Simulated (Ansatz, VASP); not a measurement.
# Two plane-wave programs on Mo

```
CELL_PARAMETERS angstrom
-1.58645 1.58645 1.58645
1.58645 -1.58645 1.58645
1.58645 1.58645 -1.58645
ATOMIC_POSITIONS crystal
Mo 0.00000 0.00000 0.00000
```

Alike in both runs: functional revPBE; k mesh 14 × 14 × 14; occupations fermi-dirac, width 0.1 eV; no spin polarisation.

Ansatz relaxed the structure, and its values are those at the end. VASP's run is a single point on that final structure, the one shown.

|  | VASP | Ansatz |
| --- | --- | --- |
| version | VASP 6.6.1 | Ansatz 0.2.0 |
| potentials or method | VASP PAW PBE potentials, release 64 (Mo_sv), cutoff 520 eV | plane waves (420 eV) with PAW, scalar-relativistic |
| valence electrons in the cell | 14 | 14 |

|  | VASP | Ansatz | Ansatz less VASP |
| --- | --- | --- | --- |
| pressure (GPa) | 0.5 | 0.0 | -0.48 |

VASP's potentials were made for PBE, not for revPBE.
